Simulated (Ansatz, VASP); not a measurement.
## Sc in VASP and in Ansatz

File INCAR:

```
  PREC = Accurate
  ENCUT = 520
  EDIFF = 1E-7
  ISMEAR = -1
  SIGMA = 0.1
  LREAL = False
  LASPH = True
  NELM = 100
  ALGO = Normal
  ISIF = 2
  LWAVE = False
  LCHARG = False
  NBANDS = 18
```

The input KPOINTS:

```
regular mesh
0
Gamma
  14 14 8
```

File POSCAR:

```
Sc
1.0
    3.2269061443      0.0000000000      0.0000000000
   -1.6134530722      2.7945826966      0.0000000000
    0.0000000000      0.0000000000      5.0103977983
Sc
2
Direct
    0.3333333333      0.6666666667      0.2500000000
    0.6666666667      0.3333333333      0.7500000000
```

Input for Ansatz:

```yaml
crystal:
  lattice:
    - [3.22690614431, 0.0, 0.0]
    - [-1.61345307216, 2.7945826966, 0.0]
    - [0.0, 0.0, 5.01039779826]
  atoms:
    - { symbol: Sc, position: [0.333333333333, 0.666666666667, 0.25] }
    - { symbol: Sc, position: [0.666666666667, 0.333333333333, 0.75] }
kpoints:
  mp_grid: { grid: [14, 14, 8] }
scf:
  occupations: { method: fermi_dirac, width: 0.1 }
hamiltonian:
  xc: lda
  pseudopotentials: { kind: all_electron, lapw: { basis_error: 0.001 } }
output:
  forces: true
  stress: true
  eigenvalues: true
  eigenstates:
    nscf_kmesh: { grid: [20, 20, 12] }
    de_dk: true
    e_range: [-14, 14]
  optics:
    e_range: [0, 25]
    de: 0.2
    sigma: 0.1
    bands: { spectra_wanted_up_to: 25 }
    nscf_kmesh: { grid: [20, 20, 12] }
    drude_damping: 0.03
checkpoint:
  write: ck
  write_wavefunctions: false
```

Alike in both runs: task single point; functional LDA; k mesh 14 × 14 × 8; occupations fermi-dirac, width 0.1 eV; no spin polarisation.

```csv
,VASP,Ansatz
version,VASP 6.6.1,Ansatz 0.2.0
potentials or method,"VASP PAW LDA potentials, release 64 (Sc_sv), cutoff 520 eV","all-electron LAPW, scalar-relativistic"
```

|  | VASP | Ansatz | Ansatz less VASP |
| --- | --- | --- | --- |
| pressure (GPa) | 0.1 | 0.0 | -0.08 |

LDA's correlation is that of Perdew and Zunger in VASP and of Perdew and Wang (1992) in Ansatz. Ansatz ran all-electron here, and VASP with PAW potentials. Ansatz's warnings: optics on partly filled bands.
